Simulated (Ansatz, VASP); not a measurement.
MgZn4O: VASP beside Ansatz

```xyz
6
Lattice="4.0516 0.0000 0.0000 -2.0258 3.5088 0.0000 0.0000 0.0000 9.0763" Properties=species:S:1:pos:R:3 pbc="T T T"
Mg    0.0000    0.0000    4.5382
Zn    0.0000    2.3392    3.0693
Zn    2.0258    1.1696    6.0071
Zn    0.0000    0.0000    1.7760
Zn    0.0000    0.0000    7.3003
O     0.0000    0.0000    0.0000
```

Alike in both runs: functional PBE; k mesh 4 × 4 × 3; occupations gaussian, width 0.2 eV; no spin polarisation.

Ansatz relaxed the structure, and its values are those at the end. VASP's run is a single point on that final structure, the one shown.

```csv
,VASP,Ansatz
version,VASP 6.6.1,Ansatz 0.2.0
potentials or method,"VASP PAW PBE potentials, release 64 (Mg_sv, Zn, O), cutoff 750 eV","scalar-relativistic, plane waves, PAW"
valence electrons in the cell,64,64
```

|  | VASP | Ansatz | Ansatz less VASP |
| --- | --- | --- | --- |
| gap on the k mesh at the Fermi level (eV) | none | none | - |
| pressure (GPa) | 0.0 | -0.1 | -0.15 |
| rms of the force components (eV/Å) | 0.053 | 0.019 | -0.0339 |

A gap of «none» marks a metal or a gap that the smearing closes.

The k mesh is coarse, so the values compare programs but aren't converged.
